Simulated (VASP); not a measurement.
# Ag in VASP: notebook, part 2 of 2

VASP 6.6.1. The steps go on from the part before.

## Step 3: Single point, r2SCAN

This run uses another cell than the first one, of 17.01 Å³/atom.

File POSCAR:

```
Ag
1.0
    4.0056765524      0.0000000000     -0.0041039042
    0.0000000000      4.0056786547      0.0000000000
   -2.0050030820      0.0000000000      2.1218307200
Ag
2
Direct
    0.0000000000      0.0000000000      0.0000000000
    0.5000000000      0.5000000000      0.0000000000
```

File INCAR.step1:

```
SYSTEM = Ag
PREC     = Accurate       ! precision mode
ENCUT    = 520            ! plane-wave cutoff, eV
ISMEAR   = 0              ! smearing method
SIGMA    = 0.1            ! smearing width, eV
LREAL    = .False.        ! projectors in reciprocal space
LASPH    = .True.         ! aspherical terms in the spheres
NELM     = 100            ! most SCF steps
NBANDS   = 18             ! bands
ISYM     = 0            
GGA      = PE             ! functional
ALGO     = Normal         ! electronic algorithm
EDIFF    = 1E-4           ! SCF threshold, eV
LWAVE    = .True.         ! write WAVECAR
LCHARG   = .False.        ! write CHGCAR
```

File INCAR.step2:

```
SYSTEM = Ag
PREC     = Accurate       ! precision mode
ENCUT    = 520            ! plane-wave cutoff, eV
EDIFF    = 1E-7           ! SCF threshold, eV
ISMEAR   = 0              ! smearing method
SIGMA    = 0.1            ! smearing width, eV
LREAL    = .False.        ! projectors in reciprocal space
LASPH    = .True.         ! aspherical terms in the spheres
NELM     = 100            ! most SCF steps
ALGO     = Normal         ! electronic algorithm
ISIF     = 2              ! what is computed and relaxed
LWAVE    = .False.        ! write WAVECAR
LCHARG   = .False.        ! write CHGCAR
METAGGA  = R2SCAN         ! meta-GGA
LMIXTAU  = .True.       
NBANDS   = 18             ! bands
ISYM     = 0            
ISTART   = 1
```

File KPOINTS:

```
Automatic mesh
0
Gamma
  9 9 16
  0 0 0
```

Potentials or basis: VASP PAW PBE potentials, release 64 (Ag).

On the command line:

```console
> cat potpaw_PBE.64/Ag/POTCAR > POTCAR
> cp INCAR.step1 INCAR
> mpirun -np 1 vasp_std > vasp.out
> cp INCAR.step2 INCAR
> mpirun -np 1 vasp_std > vasp.out
```

OUTCAR:

```text
SYSTEM = Ag
   PREC = Accurate
   ENCUT = 520
   EDIFF = 1E-7
   ISMEAR = 0
   LREAL = .False.
   LASPH = .True.
   NELM = 100
   ISIF = 2
   METAGGA = R2SCAN
   ISYM = 0
   ISTART = 1

 ion  position               nearest neighbor table
   1  0.000  0.000  0.000-   2 2.83   2 2.83   2 2.83   2 2.83   2 2.92   2 2.92   2 2.92   2 2.92

   2  0.500  0.500  0.000-   1 2.83   1 2.83   1 2.83   1 2.83   1 2.92   1 2.92   1 2.92   1 2.92

IMPORTANT INFORMATION: All symmetrisations will be switched off!
NOSYMM: (Re-)initialisation of all symmetry stuff for point group C_1.

----------------------------------------------------------------------------------------

                                     Primitive cell

  volume of cell :      34.0128

  direct lattice vectors                    reciprocal lattice vectors
     4.005676552  0.000000000 -0.004103904     0.249887637  0.000000000  0.236128867
     0.000000000  4.005678655  0.000000000     0.000000000  0.249645587  0.000000000
    -2.005003082  0.000000000  2.121830720     0.000483316  0.000000000  0.471747836

  length of vectors
     4.005678655  4.005678655  2.919281241     0.343803248  0.249645587  0.471748083

  position of ions in fractional coordinates (direct lattice)
     0.000000000  0.000000000  0.000000000
     0.500000000  0.500000000  0.000000000

  ion indices of the primitive-cell ions
   primitive index   ion index
                 1           1
                 2           2

----------------------------------------------------------------------------------------

 KPOINTS: Automatic mesh

Automatic generation of k-mesh.
 Grid dimensions read from file:
 generate k-points for:    9    9   16

 Generating k-lattice:

  Cartesian coordinates                     Fractional coordinates (reciprocal lattice)
     0.027765293  0.000000000  0.026236541     0.111111111  0.000000000  0.000000000
     0.000000000  0.027738399  0.000000000     0.000000000  0.111111111  0.000000000
     0.000030207  0.000000000  0.029484240     0.000000000  0.000000000  0.062500000

  Length of vectors
     0.038200361  0.027738399  0.029484255

  Shift w.r.t. Gamma in fractional coordinates (k-lattice)
     0.000000000  0.000000000  0.000000000

 Subroutine IBZKPT returns following result:
 ===========================================

 Found    649 irreducible k-points:

 Following reciprocal coordinates:
            Coordinates               Weight
  0.000000  0.000000  0.000000      1.000000
  0.111111  0.000000  0.000000      2.000000
  0.222222  0.000000  0.000000      2.000000
  0.333333  0.000000  0.000000      2.000000
  0.444444  0.000000  0.000000      2.000000
  0.000000  0.111111  0.000000      2.000000
[... 16 lines left out ...]
 -0.444444  0.222222 -0.000000      2.000000
  0.000000  0.333333  0.000000      2.000000
 [... further k-points ...]
   k-points           NKPTS =    649   k-points in BZ     NKDIM =    649   number of bands    NBANDS=     18
   number of dos      NEDOS =    301   number of ions     NIONS =      2
   total plane-waves  NPLWV =  21600
   dimension x,y,z NGX =    30 NGY =   30 NGZ =   24
   dimension x,y,z NGXF=    60 NGYF=   60 NGZF=   48
   ions per type =               2
   NGX,Y,Z   is equivalent  to a cutoff of  12.45, 12.45, 13.67 a.u.
   NGXF,Y,Z  is equivalent  to a cutoff of  24.90, 24.90, 27.33 a.u.
 SYSTEM =  Ag
   PREC   = accura    normal or accurate (medium, high low for compatibility)
   ISTART =      1    job   : 0-new  1-cont  2-samecut
   ICHARG =      0    charge: 1-file 2-atom 10-const
   ISPIN  =      1    spin polarized calculation?
   LNONCOLLINEAR =      F non collinear calculations
   LSORBIT =      F    spin-orbit coupling
   LASPH  =      T    aspherical Exc in radial PAW
   ENCUT  =  520.0 eV  38.22 Ry    6.18 a.u.   7.45  7.45  5.43*2*pi/ulx,y,z
   NELM   =    100;   NELMIN=  2; NELMDL=  0     # of ELM steps
   EDIFF  = 0.1E-06   stopping-criterion for ELM
   LREAL  =      F    real-space projection
   EDIFFG = 0.1E-05   stopping-criterion for IOM
   NSW    =      0    number of steps for IOM
   IBRION =     -1    ionic relax: 0-MD 1-quasi-New 2-CG
   NFREE  =      0    steps in history (QN), initial steepest desc. (CG)
   ISIF   =      2    stress and relaxation
   ISYM   =      0    0-nonsym 1-usesym 2-fastsym
   POTIM  = 0.5000    time-step for ionic-motion
   TEBEG  =    0.0;   TEEND  =   0.0 temperature during run
   PSTRESS=    0.0 pullay stress
   NELECT =      22.0000    total number of electrons
   NUPDOWN=      -1.0000    fix difference up-down
   EMIN   =  10.00;   EMAX   =-10.00  energy-range for DOS
   EFERMI =   0.00;   METHOD = LEGACY
   ISMEAR =     0;   SIGMA  =   0.10  broadening in eV -4-tet -1-fermi 0-gaus
   EFERMI_NEDOS =   21; number of points for ismear=-14 and -15
   IALGO  =     38    algorithm
   IMIX   =      4    mixing-type and parameters
     AMIX     =   0.40;   BMIX     =  1.00
     AMIX_MAG =   1.60;   BMIX_MAG =  1.00
  volume/ion in A,a.u.               =      17.01       114.76
  Fermi-wavevector in a.u.,A,eV,Ry     =   1.415799  2.675473 27.272711  2.004488
  Thomas-Fermi vector in A             =   2.537200
   LORBIT       =      0    0 simple, 1 ext, 2 COOP (PROOUT), +10 PAW based schemes
   METAGGA = R2SCAN    functional components
   LHFCALC =     F    Hartree Fock is set to
   AEXX    =    0.0000 exact exchange contribution
   IVDW    =     0    specifies the selected vdW correction
   LEPSILON=     F    determine dielectric tensor
   LRPA    =     F    only Hartree local field effects (RPA)
 non-spin polarized calculation
 Gauss-broadening in eV      SIGMA  =   0.10
  energy-cutoff  :      520.00
  volume of cell :       34.01
 maximum number of plane-waves:       940
 NGX is ok and might be reduce to    30
   NGX = 15   NGY = 15   NGZ = 11

 number of electron      21.9999997 magnetization

 Free energy of the ion-electron system (eV)
  ---------------------------------------------------
  ext. energy  EPLUGINS =         0.00000000
  ---------------------------------------------------
  free energy    TOTEN  =       -42.70262780 eV

  energy without entropy =      -42.69987324  energy(sigma->0) =      -42.70125052

 E-fermi :   8.4513     XC(G=0): -12.9897

 val. band max:        8.4053348956   @ k =   0.2222   0.1111   0.3750
 cond. band min:       8.4552661401   @ k =  -0.2222   0.2222  -0.2500
 fundamental gap:      0.0499312445
 Fermi energy:         8.4512587695

 k-point     1 :       0.0000    0.0000    0.0000
  band No.  band energies     occupation
      1       0.4856      2.00000
      2       1.6499      2.00000
      3       1.7936      2.00000
      4       3.0663      2.00000
      5       3.4473      2.00000
      6       3.4475      2.00000
[... 10 lines left out ...]
     17      25.8641      0.00000
     18      26.0698      0.00000

 k-point     2 :       0.1111    0.0000    0.0000
  band No.  band energies     occupation
      1       0.7457      2.00000
      2       1.7703      2.00000
      3       1.9296      2.00000
      4       3.0708      2.00000
      5       3.4471      2.00000
      6       3.5294      2.00000
[... 10 lines left out ...]
     17      25.8325      0.00000
     18      27.1099      0.00000

 k-point     3 :       0.2222    0.0000    0.0000
  band No.  band energies     occupation
      1       1.4532      2.00000
      2       2.0238      2.00000
      3       2.3625      2.00000
      4       3.0155      2.00000
      5       3.5505      2.00000
      6       3.6552      2.00000
[... 10 lines left out ...]
     17      24.4491      0.00000
     18      25.6815      0.00000

 k-point     4 :       0.3333    0.0000    0.0000
  band No.  band energies     occupation
      1       2.3205      2.00000
      2       2.3563      2.00000
      3       2.9050      2.00000
      4       2.9284      2.00000
      5       3.5971      2.00000
      6       3.6358      2.00000
[... 375 lines left out ...]
      4       3.2571      2.00000
      5       3.5465      2.00000
      6       3.6088      2.00000
[... 10 lines left out ...]
     17      24.6020      0.00000
     18      25.5462      0.00000

 k-point    23 :      -0.4444    0.2222   -0.0000
  band No.  band energies     occupation
      1       2.0676      2.00000
      2       2.2020      2.00000
      3       3.1105      2.00000
      4       3.2571      2.00000
      5       3.5465      2.00000
      6       3.6088      2.00000
[... 10 lines left out ...]
     17      24.6020      0.00000
     18      25.5462      0.00000

 k-point    24 :       0.0000    0.3333    0.0000
  band No.  band energies     occupation
      1       1.6200      2.00000
      2       2.1067      2.00000
      3       2.1710      2.00000
      4       2.9940      2.00000
      5       3.5600      2.00000
      6       3.8033      2.00000
[... 10 lines left out ...]
     17      25.7158      0.00000
     18      25.8102      0.00000

 [... further k-points ...]

------------------------ aborting loop because EDIFF is reached ----------------------------------------

  FORCE on cell =-STRESS in cart. coord.  units (eV):
  Direction    XX          YY          ZZ          XY          YZ          ZX
  --------------------------------------------------------------------------------------
  -------------------------------------------------------------------------------------
  Total        0.6010786      0.5761670      0.0177094      0.0000000      0.0000000     -0.0019750
  in kB       28.3139052     27.1404388      0.8342056      0.0000003      0.0000016     -0.0930316
  external PRESSURE =      18.7628499 kB  Pullay stress =       0.0000000 kB

 VOLUME and BASIS-vectors are now :
 -----------------------------------------------------------------------------
  energy-cutoff  :      520.00
  volume of cell :       34.01
      direct lattice vectors                 reciprocal lattice vectors
     4.005676552  0.000000000 -0.004103904     0.249887637  0.000000000  0.236128867
     0.000000000  4.005678655  0.000000000     0.000000000  0.249645587  0.000000000
    -2.005003082  0.000000000  2.121830720     0.000483316  0.000000000  0.471747836

 POSITION                                       TOTAL-FORCE (eV/Angst)
 -----------------------------------------------------------------------------------
      0.00000      0.00000      0.00000         0.000000      0.000000      0.000000
      2.00284      2.00284     -0.00205        -0.000000     -0.000000     -0.000000
 -----------------------------------------------------------------------------------
    total drift:                               -0.000000     -0.000000     -0.000000

  FREE ENERGIE OF THE ION-ELECTRON SYSTEM (eV)
  ---------------------------------------------------
  free  energy   TOTEN  =       -42.7026278010 eV

  energy  without entropy=      -42.6998732418  energy(sigma->0) =      -42.70125052
```

It took 40 min on 1 thread of Oxide Virtual Turin-like, shared host; peak memory 0.4 GiB.

What came out:

```
Free energy            : -42.7026 eV
Pressure               : 1.9 GPa
Band gap on the k mesh : zero (bands 11 and 12 overlap by 8.43 eV)
```

Levels at points of the mesh, in eV from the Fermi level:
```
           k point  band 8  band 9  band 10  band 11  band 12  band 13  band 14  band 15
(0.00, 0.00, 0.00)   -3.90   -3.32    -3.19    -2.90     2.09     7.50    10.80    10.90
(0.00, 0.00, 0.50)   -3.08   -3.08    -2.90     1.10     2.09     6.06     7.50    10.82
```

Caveat: the PAW data sets were made with another functional, which shifts forces and pressure a little.

The gap in the log of VASP goes by the Fermi energy; the results here count the filled bands.